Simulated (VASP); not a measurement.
# H in VASP: settings compared, part 2 of 2

VASP 6.6.1. The steps go on from the part before.

## (4) Single point, r2SCAN (strained)

The input, POSCAR:

```
H
1.0
    3.9809096039      0.0000000000      0.0000000000
   -1.9904548019      3.4475688471      0.0000000000
    0.0000000000      0.0000000000      5.2316721624
H
4
Direct
    0.3333333300      0.6666666700      0.1764958800
    0.6666666700      0.3333333300      0.6764958800
    0.6666666700      0.3333333300      0.8235041200
    0.3333333300      0.6666666700      0.3235041200
```

The input, INCAR.step1:

```
SYSTEM = H
PREC = Accurate
ENCUT = 520
ISMEAR = 0
SIGMA = 0.02
LREAL = .FALSE.
LASPH = .TRUE.
NELM = 60
NBANDS = 10
GGA = PE
ALGO = Normal
EDIFF = 1E-4
LWAVE = .TRUE.
LCHARG = .FALSE.
```

The input, INCAR.step2:

```
SYSTEM = H
PREC = Accurate
ENCUT = 520
EDIFF = 1E-7
ISMEAR = 0
SIGMA = 0.02
LREAL = .FALSE.
LASPH = .TRUE.
NELM = 60
ALGO = Normal
ISIF = 2
LWAVE = .FALSE.
LCHARG = .FALSE.
METAGGA = R2SCAN
LMIXTAU = .TRUE.
NBANDS = 10
ISTART = 1
```

The input, KPOINTS:

```
regular mesh
0
G
  9 9 6
  0 0 0
```

Potentials or basis: VASP PAW PBE potentials, release 64 (H).

Command:

```console
> cat potpaw_PBE.64/H/POTCAR > POTCAR
> cp INCAR.step1 INCAR
> mpirun -np 1 vasp_std > vasp.out
> cp INCAR.step2 INCAR
> mpirun -np 1 vasp_std > vasp.out
```

OUTCAR:

```text
SYSTEM = H
   PREC = Accurate
   ENCUT = 520
   EDIFF = 1E-7
   ISMEAR = 0
   LREAL = .FALSE.
   LASPH = .TRUE.
   NELM = 60
   ISIF = 2
   METAGGA = R2SCAN
   ISTART = 1

 ion  position               nearest neighbor table
   1  0.333  0.667  0.176-   4 0.77
   2  0.667  0.333  0.676-   3 0.77
   3  0.667  0.333  0.824-   2 0.77
   4  0.333  0.667  0.324-   1 0.77

  LATTYP: Found a hexagonal cell.
 ALAT       =     3.9809096039
 C/A-ratio  =     1.3141901432

  Lattice vectors:

 A1 = (   3.9809096039,   0.0000000000,   0.0000000000)
 A2 = (  -1.9904548019,   3.4475688471,   0.0000000000)
 A3 = (   0.0000000000,   0.0000000000,   5.2316721624)

Analysis of symmetry for initial positions (statically):
=====================================================================
 Subroutine PRICEL returns:
 Original cell was already a primitive cell.

 Routine SETGRP: Setting up the symmetry group for a
 hexagonal supercell.

 Subroutine GETGRP returns: Found 24 space group operations
 (whereof 12 operations were pure point group operations)
 out of a pool of 24 trial point group operations.

The static configuration has the point symmetry D_3d.
 The point group associated with its full space group is D_6h.

Analysis of symmetry for dynamics (positions and initial velocities):
=====================================================================
 Subroutine PRICEL returns:
 Original cell was already a primitive cell.

 Routine SETGRP: Setting up the symmetry group for a
 hexagonal supercell.

 Subroutine GETGRP returns: Found 24 space group operations
 (whereof 12 operations were pure point group operations)
 out of a pool of 24 trial point group operations.

The dynamic configuration has the point symmetry D_3d.
 The point group associated with its full space group is D_6h.

 Subroutine INISYM returns: Found 24 space group operations
 (whereof 12 operations are pure point group operations),
 and found     1 'primitive' translations

----------------------------------------------------------------------------------------

                                     Primitive cell

  volume of cell :      71.8019

  direct lattice vectors                    reciprocal lattice vectors
     3.980909604  0.000000000  0.000000000     0.251198871  0.145029736  0.000000000
    -1.990454802  3.447568847  0.000000000     0.000000000  0.290059472  0.000000000
     0.000000000  0.000000000  5.231672162     0.000000000  0.000000000  0.191143476

  length of vectors
     3.980909604  3.980909604  5.231672162     0.290059472  0.290059472  0.191143476

  position of ions in fractional coordinates (direct lattice)
     0.333333330  0.666666670  0.176495880
     0.666666670  0.333333330  0.676495880
     0.666666670  0.333333330  0.823504120
     0.333333330  0.666666670  0.323504120

  ion indices of the primitive-cell ions
   primitive index   ion index
                 1           1
                 2           2
                 3           3
                 4           4

----------------------------------------------------------------------------------------
[... 49 lines left out ...]
  0.333333  0.222222  0.166667     24.000000
  0.333333  0.333333  0.166667      4.000000
 [... further k-points ...]
   k-points           NKPTS =     48   k-points in BZ     NKDIM =     48   number of bands    NBANDS=     10
   number of dos      NEDOS =    301   number of ions     NIONS =      4
   total plane-waves  NPLWV =  36000
   dimension x,y,z NGX =    30 NGY =   30 NGZ =   40
   dimension x,y,z NGXF=    60 NGYF=   60 NGZF=   80
   ions per type =               4
   NGX,Y,Z   is equivalent  to a cutoff of  12.53, 12.53, 12.71 a.u.
   NGXF,Y,Z  is equivalent  to a cutoff of  25.06, 25.06, 25.42 a.u.
 SYSTEM =  H
   PREC   = accura    normal or accurate (medium, high low for compatibility)
   ISTART =      1    job   : 0-new  1-cont  2-samecut
   ICHARG =      0    charge: 1-file 2-atom 10-const
   ISPIN  =      1    spin polarized calculation?
   LNONCOLLINEAR =      F non collinear calculations
   LSORBIT =      F    spin-orbit coupling
   LASPH  =      T    aspherical Exc in radial PAW
   ENCUT  =  520.0 eV  38.22 Ry    6.18 a.u.   7.40  7.40  9.73*2*pi/ulx,y,z
   NELM   =     60;   NELMIN=  2; NELMDL=  0     # of ELM steps
   EDIFF  = 0.1E-06   stopping-criterion for ELM
   LREAL  =      F    real-space projection
   EDIFFG = 0.1E-05   stopping-criterion for IOM
   NSW    =      0    number of steps for IOM
   IBRION =     -1    ionic relax: 0-MD 1-quasi-New 2-CG
   NFREE  =      0    steps in history (QN), initial steepest desc. (CG)
   ISIF   =      2    stress and relaxation
   ISYM   =      2    0-nonsym 1-usesym 2-fastsym
   POTIM  = 0.5000    time-step for ionic-motion
   TEBEG  =    0.0;   TEEND  =   0.0 temperature during run
   PSTRESS=    0.0 pullay stress
   NELECT =       4.0000    total number of electrons
   NUPDOWN=      -1.0000    fix difference up-down
   EMIN   =  10.00;   EMAX   =-10.00  energy-range for DOS
   EFERMI =   0.00;   METHOD = LEGACY
   ISMEAR =     0;   SIGMA  =   0.02  broadening in eV -4-tet -1-fermi 0-gaus
   EFERMI_NEDOS =   21; number of points for ismear=-14 and -15
   IALGO  =     38    algorithm
   IMIX   =      4    mixing-type and parameters
     AMIX     =   0.40;   BMIX     =  1.00
     AMIX_MAG =   1.60;   BMIX_MAG =  1.00
  volume/ion in A,a.u.               =      17.95       121.14
  Fermi-wavevector in a.u.,A,eV,Ry     =   0.625244  1.181540  5.318927  0.390930
  Thomas-Fermi vector in A             =   1.686082
   LORBIT       =      0    0 simple, 1 ext, 2 COOP (PROOUT), +10 PAW based schemes
   METAGGA = R2SCAN    functional components
   LHFCALC =     F    Hartree Fock is set to
   AEXX    =    0.0000 exact exchange contribution
   IVDW    =     0    specifies the selected vdW correction
   LEPSILON=     F    determine dielectric tensor
   LRPA    =     F    only Hartree local field effects (RPA)
 non-spin polarized calculation
 Gauss-broadening in eV      SIGMA  =   0.02
  energy-cutoff  :      520.00
  volume of cell :       71.80
 maximum number of plane-waves:      1969
 NGX is ok and might be reduce to    30
   NGX = 15   NGY = 15   NGZ = 19

 number of electron       4.0000001 magnetization

 Free energy of the ion-electron system (eV)
  ---------------------------------------------------
  ext. energy  EPLUGINS =         0.00000000
  ---------------------------------------------------
  free energy    TOTEN  =       -13.78162360 eV

  energy without entropy =      -13.78162360  energy(sigma->0) =      -13.78162360

 E-fermi :  -9.3178     XC(G=0):  -4.0552

 val. band max:       -9.4131159302   @ k =   0.0000   0.0000   0.0000
 cond. band min:       0.6568459007   @ k =   0.0000   0.0000   0.0000
 fundamental gap:     10.0699618309
 Fermi energy:        -9.3178268513

 k-point     1 :       0.0000    0.0000    0.0000
  band No.  band energies     occupation
      1     -10.5848      2.00000
      2      -9.4131      2.00000
      3       0.6568      0.00000
      4       3.3377      0.00000
      5       6.4767      0.00000
      6       7.0532      0.00000
      7       8.3474      0.00000
      8       8.3474      0.00000
      9       9.7367      0.00000
     10       9.7367      0.00000
[... 287 lines left out ...]
 k-point    24 :       0.3333    0.3333    0.1667
  band No.  band energies     occupation
      1      -9.7516      2.00000
      2      -9.7516      2.00000
      3       2.2146      0.00000
      4       2.5956      0.00000
      5       2.5956      0.00000
      6       5.1983      0.00000
      7       5.1983      0.00000
      8       5.9389      0.00000
      9       9.8259      0.00000
     10      12.7354      0.00000

 [... further k-points ...]

------------------------ aborting loop because EDIFF is reached ----------------------------------------

  FORCE on cell =-STRESS in cart. coord.  units (eV):
  Direction    XX          YY          ZZ          XY          YZ          ZX
  --------------------------------------------------------------------------------------
  -------------------------------------------------------------------------------------
  Total       -0.0527746     -0.0527746     -1.4326853     -0.0000000      0.0000000      0.0000000
  in kB       -1.1776063     -1.1776063    -31.9687465     -0.0000000      0.0000000      0.0000000
  external PRESSURE =     -11.4413197 kB  Pullay stress =       0.0000000 kB

 VOLUME and BASIS-vectors are now :
 -----------------------------------------------------------------------------
  energy-cutoff  :      520.00
  volume of cell :       71.80
      direct lattice vectors                 reciprocal lattice vectors
     3.980909604  0.000000000  0.000000000     0.251198871  0.145029736  0.000000000
    -1.990454802  3.447568847  0.000000000     0.000000000  0.290059472  0.000000000
     0.000000000  0.000000000  5.231672162     0.000000000  0.000000000  0.191143476

 POSITION                                       TOTAL-FORCE (eV/Angst)
 -----------------------------------------------------------------------------------
     -0.00000      2.29838      0.92337        -0.000000      0.000000      0.906996
      1.99045      1.14919      3.53920        -0.000000     -0.000000      0.906996
      1.99045      1.14919      4.30830         0.000000     -0.000000     -0.906996
     -0.00000      2.29838      1.69247         0.000000      0.000000     -0.906996
 -----------------------------------------------------------------------------------
    total drift:                                0.000001     -0.000000      0.000000

  FREE ENERGIE OF THE ION-ELECTRON SYSTEM (eV)
  ---------------------------------------------------
  free  energy   TOTEN  =       -13.7816235995 eV

  energy  without entropy=      -13.7816235995  energy(sigma->0) =      -13.78162360
```

It took 3.5 min on 1 thread of Intel Xeon 8259CL, shared host; peak memory 0.19 GiB.

What came out:

```
Free energy            : -13.7816 eV
Pressure               : -1.1 GPa
Largest force          : 0.907 eV/Å
Band gap on the k mesh : 10.07 eV
```

Forces in eV/Å, atoms in the order of the input:
```
H    0.000  0.000  0.907
H    0.000  0.000  0.907
H    0.000  0.000 -0.907
H    0.000  0.000 -0.907
```

Levels at points of the mesh, in eV from the valence-band top:
```
           k point  band 1  band 2  band 3  band 4  band 5
(0.00, 0.00, 0.00)   -1.17    0.00   10.07   12.75   15.89
(0.00, 0.00, 0.50)   -0.63   -0.63   11.07   11.07   17.57
```

Caveat: the cell differs from its parent crystal (strained); the PAW data sets were made with another functional, which shifts forces and pressure a little. A k mesh can miss the band edges.

## (5) Overview

| level | cell | gap on the mesh (eV) | pressure (GPa) | largest force (eV/Å) |
| --- | --- | --- | --- | --- |
| PBE | a = 3.810, b = 3.810, c = 4.553 Å, angles 90.0, 90.0, 120.0°, 4 atoms, atomic positions A | 8.25 | -3.9 | 2.52 |
| PBE | a = 4.007, b = 4.007, c = 4.964 Å, angles 90.0, 90.0, 120.0°, 4 atoms, atomic positions B | 9.09 | 0.3 | 4.84 |
| r2SCAN | a = 3.981, b = 3.981, c = 5.232 Å, angles 90.0, 90.0, 120.0°, 4 atoms, atomic positions C | 10.07 | -1.1 | 0.91 |

Alike in all rows: task single point; potentials or basis VASP PAW PBE potentials, release 64 (H); no spin polarisation; k mesh 9 × 9 × 6; cutoff (eV) 520; smearing gaussian 0.02 eV.

Caveats: forces of over 1 eV/Å act on the atoms, so gaps and moduli don't describe the material at rest (at least some runs); the stress differs along the axes, from -12 to 0 GPa (at least some runs); the PAW data sets were made with another functional, which shifts forces and pressure a little (at least some runs).

Total energies depend on the potentials used, so only differences within one code and one set of settings carry meaning.
